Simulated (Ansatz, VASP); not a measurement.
Te2Mo in VASP and in Ansatz

```
Te Mo
1.0
     3.51820    0.00000    0.00000
    -1.75910    3.04685    0.00000
     0.00000    0.00000   13.97360
Te Mo
4 2
Cartesian
  0.0000 2.0312 8.6648
  1.7591 1.0156 1.6780
  0.0000 2.0312 12.2956
  1.7591 1.0156 5.3088
  0.0000 2.0312 3.4934
  1.7591 1.0156 10.4802
```

Alike in both runs: task electric field gradients; functional LDA; k mesh 14 × 14 × 3; occupations fermi-dirac, width 0.02 eV; no spin polarisation.

```csv
,VASP,Ansatz
version,VASP 6.6.1,Ansatz 0.2.0
potentials or method,"VASP PAW LDA potentials, release 64 (Te, Mo_sv)","plane-wave PAW, scalar-relativistic"
plane-wave cutoff (eV),520,420
valence electrons in the cell,52,92
```

```csv
,VASP,Ansatz,Ansatz less VASP
pressure (GPa),-3.5,-3.8,-0.25
"traceless stress, the component that is largest in VASP (GPa)",-0.39,-0.50,-0.109
rms of the force components (eV/Å),0.195,0.219,+0.0243
size of Vzz on the site where it differs most (V/Å²),72.4,65.5,-6.96
```

LDA's correlation is that of Perdew and Zunger in VASP and of Perdew and Wang (1992) in Ansatz. Atom by atom the forces differ by 0.024 eV/Å (rms over components). VASP's potentials hold 52 valence electrons a cell and Ansatz's 92, so a difference there can come from the potentials and not from the codes.

Neither program's run includes spin-orbit coupling.
